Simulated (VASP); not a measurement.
Here is a VASP 6.6.1 calculation.

Contents of INCAR:

```
ALGO = Normal
EDIFF = 1E-6
ENCUT = 520
ISIF = 2
ISMEAR = -1
LASPH = T
LCHARG = T
LELF = T
LREAL = F
LVHAR = T
LWAVE = F
NBANDS = 18
NELM = 60
PREC = Accurate
SIGMA = 0.08
```

The input KPOINTS:

```
k-points
0
Gamma
  13 13 13
```

File POSCAR:

```
Y
1.0
   -3.0082178134      3.0082178134      1.6621365858
    3.0082178134     -3.0082178134      1.6621365858
    3.0082178134      3.0082178134     -1.6621365858
Y
2
Direct
   -0.3750000000     -0.1250000000     -0.2500000000
    0.3750000000      0.1250000000      0.2500000000
```

Potentials or basis: VASP PAW LDA potentials, release 64 (Y_sv).

Run with:

```console
$ cat potpaw_LDA.64/Y_sv/POTCAR > POTCAR
$ mpirun -np 1 vasp_std > vasp.out
```

(1) What does it give for the pressure?

(2) Predict the band gap on the k mesh.

## Answers

(1) -0.7 GPa.

(2) zero (bands 11 and 12 overlap by 1.22 eV).
